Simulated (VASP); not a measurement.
Runs of VASP 6.6.1 on CdF2. The structure is that of space group R-3m (No. 166), or close to it. The cells are those of the table. 

| cell | gap on the mesh (eV) | pressure (GPa) | largest force (eV/Å) |
| --- | --- | --- | --- |
| a = 5.238 Å, angles 33.6°, 3 atoms | 3.44 | (b) | 1.42 |
| a = 4.799 Å, angles 38.9°, 3 atoms | 3.42 | 25.4 | 1.19 |
| a = 3.394 Å, 3 atoms | 6.11 | 171.0 | 40.29 |
| a = 3.494 Å, angles 75.3°, 3 atoms | (a) | (c) | 4.78 |
| a = 3.914 Å, angles 56.6°, 3 atoms | 3.10 | 7.0 | 0.20 |
| a = 4.077 Å, angles 52.2°, 3 atoms | 3.15 | 10.0 | 0.40 |
| a = 3.723 Å, angles 63.2°, 3 atoms | 3.10 | 7.0 | 0.31 |
| a = 3.631 Å, angles 67.3°, 3 atoms | 3.13 | 10.7 | 1.01 |

Alike in all rows: task single point; level PBE; potentials or basis VASP PAW PBE potentials, release 64 (Cd, F); no spin polarisation; k mesh 8 × 8 × 8; cutoff (eV) 520; smearing gaussian 0.05 eV.

Task: Estimate the missing entries.

Result: (a) 3.65; (b) 30.4; (c) 31.1.

Caveats: the cell stands under pressure; forces of over 1 eV/Å act on the atoms, so gaps and moduli don't describe the material at rest (at least some runs).

A k mesh can miss the band edges, and the runs leave out spin-orbit coupling on Cd.
